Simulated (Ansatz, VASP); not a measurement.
# ZnS: VASP beside Ansatz

```
Zn S
1.0
     0.00000    2.70041    2.70041
     2.70041    0.00000    2.70041
     2.70041    2.70041    0.00000
Zn S
1 1
Direct
  0.25000 0.25000 0.25000
  0.00000 0.00000 0.00000
```

Alike in both runs: task single point; functional LDA; k mesh 10 × 10 × 10; occupations gaussian, width 0.02 eV; no spin polarisation.

```csv
,VASP,Ansatz
version,VASP 6.6.1,Ansatz 0.2.0
potentials or method,"VASP PAW LDA potentials, release 64 (Zn, S), cutoff 500 eV","scalar-relativistic, plane waves, PAW"
valence electrons in the cell,18,18
```

|  | VASP | Ansatz | Ansatz less VASP |
| --- | --- | --- | --- |
| gap on the k mesh at the Fermi level (eV) | 1.90 | 1.87 | -0.031 |
| least direct gap on the mesh (eV) | 1.90 | 1.87 | -0.031 |
| pressure (GPa) | -4.2 | -4.4 | -0.20 |

LDA's correlation is that of Perdew and Zunger in VASP and of Perdew and Wang (1992) in Ansatz.
